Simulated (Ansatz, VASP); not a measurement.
# One calculation of GdN, two programs

```xyz
2
Lattice="0.0000 2.6367 2.6367 2.6367 0.0000 2.6367 2.6367 2.6367 0.0000" Properties=species:S:1:pos:R:3 pbc="T T T"
Gd    0.0000    0.0000    0.0000
N     1.3184    1.3184    1.3184
```

Alike in both runs: task electric field gradients; functional PBEsol; k mesh 10 × 10 × 10; occupations gaussian, width 0.05 eV; collinear spin.

```csv
,VASP,Ansatz
version,VASP 6.6.1,Ansatz 0.2.0
potentials or method,"VASP PAW PBE potentials, release 64 (Gd, N), cutoff 520 eV","scalar-relativistic, plane waves, PAW"
valence electrons in the cell,23,23
```

VASP gave:

```
gap on the k mesh at the Fermi level (eV)                     : 1.12
least direct gap on the mesh (eV)                             : 1.80
pressure (GPa)                                                : 0.1
net moment per atom (μB)                                      : 3.50
size of the moment on the site where the two differ most (μB) : 6.79
```

Problem. Which values does Ansatz return?

Solution. gap on the k mesh at the Fermi level (eV): 1.11; least direct gap on the mesh (eV): 1.80; pressure (GPa): -0.1; net moment per atom (μB): 3.50; size of the moment on the site where the two differ most (μB): 6.78.

VASP's potentials were made for PBE, not for PBEsol. Site moments also hang on the region over which each program counts them. With one functional, cell and mesh, what is left measures potentials, basis and numerics. Ansatz's warnings: optics gap not shown off mesh.

Spin-orbit coupling is off throughout.
